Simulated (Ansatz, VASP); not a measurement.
# One calculation of PbS, two programs

```
CELL_PARAMETERS angstrom
2.96950 -2.92941 -0.00040
2.91150 2.87059 -0.05840
-1.19714 -0.10629 11.72009
ATOMIC_POSITIONS crystal
Pb 0.77560 0.77560 0.63638
Pb 0.22440 0.22440 0.36362
S 0.26840 0.26840 0.59860
S 0.73160 0.73160 0.40140
```

Change from the starting cell: equal xy, yz and zx shear strains of -2 %, crystal datasets.

Alike in both runs: task electric field gradients; functional PBEsol; k mesh 7 × 7 × 3; occupations fermi-dirac, width 0.01 eV; no spin polarisation.

|  | VASP | Ansatz |
| --- | --- | --- |
| version | VASP 6.6.1 | Ansatz 0.2.0 |
| potentials or method | VASP PAW PBE potentials, release 64 (Pb_d, S), cutoff 520 eV | all-electron PAW with datasets made for the slab, scalar-relativistic |

Ansatz gave:

| Item | Value |
| --- | --- |
| gap on the k mesh at the Fermi level (eV) | 1.28 |
| rms of the force components (eV/Å) | 0.288 |
| size of Vzz on the site where it differs most (V/Å²) | 117.7 |

Q: Estimate VASP's values.

A: gap on the k mesh at the Fermi level (eV): 1.27; rms of the force components (eV/Å): 0.288; size of Vzz on the site where it differs most (V/Å²): 127.1.

VASP's potentials were made for PBE, not for PBEsol. Atom by atom the forces differ by 0.001 eV/Å (rms over components). Ansatz ran all-electron here, and VASP with PAW potentials.

Spin-orbit coupling is off throughout.
